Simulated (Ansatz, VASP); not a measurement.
**Two plane-wave programs on SnSe2**

```
Sn Se
1.0
     3.57090    0.00000    0.00000
    -1.78545    3.09249    0.00000
     0.00000    0.00000    5.15364
Sn Se
1 2
Direct
  0.00000 0.00000 0.00000
  0.33333 0.66667 0.30982
  0.66667 0.33333 0.69018
```

Alike in both runs: task single point; functional PBE; dispersion D3(BJ); k mesh 15 × 15 × 8; occupations fermi-dirac, width 0.1 eV; no spin polarisation.

```csv
,VASP,Ansatz
version,VASP 6.6.1,Ansatz 0.2.0
potentials or method,"VASP PAW PBE potentials, release 64 (Sn_d, Se), cutoff 520 eV","scalar-relativistic, plane waves, PAW"
valence electrons in the cell,26,46
```

```csv
,VASP,Ansatz,Ansatz less VASP
gap on the k mesh at the Fermi level (eV),none,none,-
pressure (GPa),26.0,25.8,-0.20
rms of the force components (eV/Å),0.012,0.000,-0.0119
```

Atom by atom the forces differ by 0.012 eV/Å (rms over components). A gap of «none» marks a metal or a gap that the smearing closes. VASP's potentials hold 26 valence electrons a cell and Ansatz's 46, so a difference there can come from the potentials and not from the codes.
